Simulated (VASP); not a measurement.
Input of a VASP 6.6.1 run:

INCAR

```
SYSTEM = As
PREC = Accurate
ENCUT = 520
EDIFF = 1E-6
ISMEAR = 0
SIGMA = 0.1
LREAL = .False.
LASPH = .True.
NELM = 100
ALGO = Normal
ISIF = 2
LWAVE = .False.
LCHARG = .False.
GGA = PE
IVDW = 12
NBANDS = 12
```

File KPOINTS:

```
Automatic mesh
0
Gamma
  15 15 15
  0 0 0
```

File POSCAR:

```
As
1.0
    1.8451064700      1.0652727171      3.1176920719
   -1.8451064700      1.0652727171      3.1176920719
    0.0000000000     -2.1305454343      3.1176920719
As
2
Direct
    0.7638383928      0.7638383928      0.7638383928
    0.2361616072      0.2361616072      0.2361616072
```

Potentials or basis: VASP PAW PBE potentials, release 64 (As).

Run with:

```sh
$ cat potpaw_PBE.64/As/POTCAR > POTCAR
$ mpirun -np 1 vasp_std > vasp.out
```

**Question.** What does it give for the pressure?

**Answer.** 9.9 GPa.

**Question.** Estimate the band gap on the k mesh.

**Answer.** Zero (bands 5 and 6 overlap by 0.58 eV).

**Question.** What does it give for the dispersion energy per atom?

**Answer.** -0.493 eV.

Forces on the atoms (eV/Å):
```
As   0.000  0.000 -0.059
As   0.000  0.000  0.059
```

Caveat: the cell stands under pressure.
